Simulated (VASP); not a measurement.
Input of a VASP 6.6.1 run:

The input INCAR:

```
PREC = Accurate
ENCUT = 600
EDIFF = 1E-6
ISMEAR = -1
SIGMA = 0.05
LREAL = F
LASPH = T
NELM = 80
ALGO = Normal
ISIF = 3
LWAVE = F
LCHARG = F
GGA = PE
IVDW = 13
IBRION = 2
NSW = 80
EDIFFG = -0.02
```

KPOINTS

```
Automatic mesh
0
Gamma
  11 11 6
```

The input POSCAR:

```
Os
1.0
    2.7341000000      0.0000000000      0.0000000000
   -1.3670500000      2.3678000565      0.0000000000
    0.0000000000      0.0000000000      4.3197000000
Os
2
Direct
    0.6666666667      0.3333333333      0.7500000000
    0.3333333333      0.6666666667      0.2500000000
```

Potentials or basis: VASP PAW PBE potentials, release 64 (Os).

The run is started by

```sh
$ cat potpaw_PBE.64/Os/POTCAR > POTCAR
$ mpirun -np 1 vasp_std > vasp.out
```

Problem. Estimate the relaxed cell.

Solution. a = 2.737 Å, b = 2.737 Å, c = 4.325 Å, α = 90.00°, β = 90.00°, γ = 120.00°.

Problem. Predict the dispersion energy per atom.

Solution. -0.699 eV.

Problem. Estimate the relaxed volume.

Solution. 14.03 Å³/atom.

The path:
| step | energy change (eV) | largest force (eV/Å) | pressure (GPa) | volume (Å³) |
| --- | --- | --- | --- | --- |
| 1 | 0.0000 | 0.0000 | 1.57 | 27.96 |
| 2 | 0.0093 | 0.0000 | -6.70 | 28.52 |
| 3 | -0.0005 | 0.0000 | 0.00 | 28.07 |

Caveat: pairwise dispersion overbinds metals, which lowers pressure and volume. Zero-point motion and thermal expansion aren't in these numbers.
